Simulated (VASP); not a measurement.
Wanted: the native input for a VASP 6.6.1 run.

* Task: single point
* Functional: HSE06
* Potentials or basis: VASP PAW PBE potentials, release 64 (Ag, Br)
* Cutoff: 400 eV
* k mesh: 4 × 4 × 4
* Occupations: gaussian, width 0.01 eV
* Spin: no spin polarisation
* Dipole correction: no
* Grid for exact exchange (PRECFOCK): Normal
* Further INCAR settings: ALGO = Normal; EDIFF = 1e-06; NBANDS = 16
* Screening parameter: 0.2079 1/Å

AgBr:

```
CELL_PARAMETERS angstrom
0.00000 2.89273 2.89273
2.89273 0.00000 2.89273
2.89273 2.89273 0.00000
ATOMIC_POSITIONS crystal
Ag 0.00000 0.00000 0.00000
Br 0.50000 0.50000 0.50000
```

The input as run:

POSCAR

```
AgBr
1.0
    0.0000000000      2.8927333264      2.8927333264
    2.8927333264      0.0000000000      2.8927333264
    2.8927333264      2.8927333264      0.0000000000
Ag Br
1 1
Direct
    0.0000000000      0.0000000000      0.0000000000
    0.5000000000      0.5000000000      0.5000000000
```

INCAR.step1

```
ALGO = Normal
EDIFF = 1E-5
ENCUT = 400
GGA = PE
GGA_COMPAT = F
ISIF = 2
ISMEAR = 0
LASPH = T
LCHARG = F
LREAL = F
LWAVE = T
NBANDS = 16
NELM = 120
PREC = Accurate
SIGMA = 0.01
```

INCAR.step2

```
ALGO = Normal
EDIFF = 1E-6
ENCUT = 400
GGA = PE
GGA_COMPAT = F
HFSCREEN = 0.2079
ISIF = 2
ISMEAR = 0
ISTART = 1
LASPH = T
LCHARG = F
LHFCALC = T
LREAL = F
LWAVE = F
NBANDS = 16
NELM = 120
PREC = Accurate
PRECFOCK = Normal
SIGMA = 0.01
```

KPOINTS

```
k-points
0
Gamma
  4 4 4
```

Potentials or basis: VASP PAW PBE potentials, release 64 (Ag, Br).

Launch:

```bash
$ cat potpaw_PBE.64/Ag/POTCAR potpaw_PBE.64/Br/POTCAR > POTCAR
$ cp INCAR.step1 INCAR
$ mpirun -np 1 vasp_std > vasp.out
$ cp INCAR.step2 INCAR
$ mpirun -np 1 vasp_std > vasp.out
```

It gave:

| Property | Result |
| --- | --- |
| Pressure | 0.8 GPa |
| Band gap on the k mesh | 2.02 eV, indirect (least direct gap 3.77 eV) |

Caveat: the k points lie up to 0.47 Å⁻¹ apart; the PAW data sets were made with another functional, which shifts forces and pressure a little.

Wall time 5.6 min on 1 thread of Intel(R) Xeon(R) Platinum 8259CL CPU @ 2.50GHz (Skylake/Cascade Lake) (shared host), peak memory 0.27 GiB.
